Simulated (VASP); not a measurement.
Here is a VASP 6.6.1 calculation.

The input INCAR:

```
PREC = Accurate
ENCUT = 520
EDIFF = 1E-7
ISMEAR = 0
SIGMA = 0.1
LREAL = False
LASPH = True
NELM = 100
ALGO = Normal
ISIF = 2
LWAVE = False
LCHARG = False
GGA = PE
NBANDS = 38
```

File KPOINTS:

```
Automatic mesh
0
Gamma
  3 3 3
```

Contents of POSCAR:

```
As3Se2
1.0
    3.6371248769      2.0998950267      5.2232966263
   -3.6371248769      2.0998950267      5.2232966263
    0.0000000000     -4.1997900535      5.2232966263
As Se
6 4
Direct
    0.0678405393      0.4321594607      0.7500000000
    0.7500000000      0.0678405393      0.4321594607
    0.4321594607      0.7500000000      0.0678405393
    0.9321594607      0.5678405393      0.2500000000
    0.2500000000      0.9321594607      0.5678405393
    0.5678405393      0.2500000000      0.9321594607
    0.8632883361      0.8632883361      0.8632883361
    0.6367116639      0.6367116639      0.6367116639
    0.1367116639      0.1367116639      0.1367116639
    0.3632883361      0.3632883361      0.3632883361
```

Potentials or basis: VASP PAW PBE potentials, release 64 (As, Se).

Command:

```console
$ cat potpaw_PBE.64/As/POTCAR potpaw_PBE.64/Se/POTCAR > POTCAR
$ mpirun -np 1 vasp_std > vasp.out
```

(1) Estimate the pressure.

(2) Estimate the largest force.

(3) Estimate the band gap on the k mesh.

## Answers

(1) 0.2 GPa.

(2) 0.007 eV/Å.

(3) zero (band 27 reaches 4.80 eV, above the bottom of band 28 at 4.28 eV).
